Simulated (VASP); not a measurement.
Here is a VASP 6.6.1 calculation.

File INCAR:

```
PREC = Accurate
ENCUT = 520
EDIFF = 1E-6
ISMEAR = 0
SIGMA = 0.05
LREAL = False
LASPH = True
NELM = 100
ALGO = Normal
ISIF = 2
LWAVE = False
LCHARG = True
GGA = PS
LELF = True
LVHAR = True
NBANDS = 16
```

Contents of KPOINTS:

```
regular mesh
0
Gamma
  8 8 8
```

Contents of POSCAR:

```
ZnSe
1.0
    0.0000000000      2.8537968222      2.8537968222
    2.8537968222      0.0000000000      2.8537968222
    2.8537968222      2.8537968222      0.0000000000
Zn Se
1 1
Direct
    0.0000000000      0.0000000000      0.0000000000
    0.2500000000      0.2500000000      0.2500000000
```

Potentials or basis: VASP PAW PBE potentials, release 64 (Zn, Se).

Run with:

```bash
$ cat potpaw_PBE.64/Zn/POTCAR potpaw_PBE.64/Se/POTCAR > POTCAR
$ mpirun -np 1 vasp_std > vasp.out
```

(1) Estimate the pressure.

(2) What does it give for the band gap on the k mesh?

Answers

(1) -2.1 GPa.

(2) 1.09 eV, direct.

Caveat: the PAW data sets were made with another functional, which shifts forces and pressure a little.
